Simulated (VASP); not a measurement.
Here is a VASP 6.6.1 calculation.

The input POSCAR:

```
HfN
1.0
    0.0000000000      2.4548220000      2.4548220000
    2.4548220000      0.0000000000      2.4548220000
    2.4548220000      2.4548220000      0.0000000000
Hf N
1 1
Direct
    0.0000000000      0.0000000000      0.0000000000
    0.2500000000      0.2500000000      0.2500000000
```

The input INCAR.step1:

```
SYSTEM = HfN
  PREC = Accurate
  ENCUT = 520
  EDIFF = 1E-5
  ISMEAR = -1
  SIGMA = 0.05
  LREAL = .FALSE.
  LASPH = .TRUE.
  NELM = 60
  ALGO = Normal
  ISIF = 2
  LWAVE = .TRUE.
  LCHARG = .FALSE.
  NBANDS = 14
  GGA = PE
```

INCAR.step2

```
SYSTEM = HfN
  PREC = Accurate
  ENCUT = 520
  EDIFF = 1E-6
  ISMEAR = -1
  SIGMA = 0.05
  LREAL = .FALSE.
  LASPH = .TRUE.
  NELM = 60
  ALGO = Normal
  ISIF = 2
  LWAVE = .FALSE.
  LCHARG = .FALSE.
  GGA = PE
  LHFCALC = .TRUE.
  AEXX = 0.5
  HFSCREEN = 0.2
  PRECFOCK = Normal
  NBANDS = 14
  ISTART = 1
```

The input KPOINTS:

```
regular mesh
0
G
  5 5 5
  0 0 0
```

Potentials or basis: VASP PAW PBE potentials, release 64 (Hf_pv, N).

Launch:

```sh
$ cat potpaw_PBE.64/Hf_pv/POTCAR potpaw_PBE.64/N/POTCAR > POTCAR
$ cp INCAR.step1 INCAR
$ mpirun -np 1 vasp_std > vasp.out
$ cp INCAR.step2 INCAR
$ mpirun -np 1 vasp_std > vasp.out
```

(1) What does it give for the pressure?

(2) Estimate the band gap on the k mesh.

Results:

(1) -7.7 GPa.

(2) zero (an odd number of electrons rules out a gap without spin polarisation).

Caveat: the k points lie up to 0.44 Å⁻¹ apart, too coarse for converged energies and pressures of a metal; the PAW data sets were made with another functional, which shifts forces and pressure a little; spin-orbit coupling is left out, which moves the levels of the heavy elements.
